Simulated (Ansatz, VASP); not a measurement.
**Two plane-wave programs on P**

```
CELL_PARAMETERS angstrom
1.46551 -0.84611 2.38089
0.00000 1.69223 2.38089
-1.46551 -0.84611 2.38089
ATOMIC_POSITIONS crystal
P 0.25000 0.25000 0.25000
P 0.75000 0.75000 0.75000
```

Change from the starting cell: volume scaled by 0.55, PAW files.

Alike in both runs: task single point; functional PBE; k mesh 15 × 15 × 15; occupations fermi-dirac, width 0.05 eV; no spin polarisation.

```csv
,VASP,Ansatz
version,VASP 6.6.1,Ansatz 0.2.0
potentials or method,"VASP PAW PBE potentials, release 64 (P)","PAW with Ansatz's default frozen-core files, scalar-relativistic"
plane-wave cutoff (eV),520,420
valence electrons in the cell,10,10
```

```tsv
	VASP	Ansatz	Ansatz less VASP
pressure (GPa)	164.9	166.9	+2.08
traceless stress, the component that is largest in VASP (GPa)	0.20	0.20	+0.001
```

Both programs put the cell under a high pressure, so it lies far from rest at this level.

Noted on VASP's run: the cell as given lies far from equilibrium.
